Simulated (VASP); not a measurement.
# LiH: single point with HSE06

The system is LiH.

```
CELL_PARAMETERS angstrom
0.00000 2.09560 1.97019
2.09560 0.00000 1.97019
2.09560 2.09560 0.00000
ATOMIC_POSITIONS crystal
Li 0.00000 0.00000 0.00000
H 0.50000 0.50000 0.50000
```

This cell differs from its parent crystal: epitaxial xy strain +4.9%.

```yaml
Program: VASP 6.6.1
Task: single point
Functional: HSE06
Potentials_or_basis: VASP PAW PBE potentials, release 64 (Li_sv, H)
Cutoff: 520 eV
k_mesh: 8 × 8 × 8
Occupations: gaussian, width 0.01 eV
Spin: no spin polarisation
```

```yaml
Band_gap_on_the_k_mesh: 3.42 eV (least direct gap 3.91 eV)
```

Levels at points of the mesh, in eV from the valence-band top:
| k point | band 1 | band 2 | band 3 | band 4 | band 5 | band 6 | band 7 |
| --- | --- | --- | --- | --- | --- | --- | --- |
| (0.00, 0.00, 0.00) | -47.68 | -6.09 | 16.58 | 18.09 | 18.59 | 18.59 | 22.81 |
| (0.50, 0.00, 0.00) | -47.64 | -2.98 | 5.47 | 14.10 | 16.47 | 17.88 | 18.90 |
| (0.50, 0.50, 0.00) | -47.63 | 0.00 | 4.27 | 10.85 | 10.85 | 13.88 | 17.32 |
| (0.50, 0.00, 0.50) | -47.64 | -0.49 | 3.42 | 11.59 | 12.10 | 14.85 | 17.74 |

Wall time 21 min on 1 thread of Intel Xeon 8259CL, on a shared host, peak memory 0.25 GiB.

Caveat: the cell differs from its parent crystal (epitaxial xy strain +4.9%). A k mesh can miss the band edges.
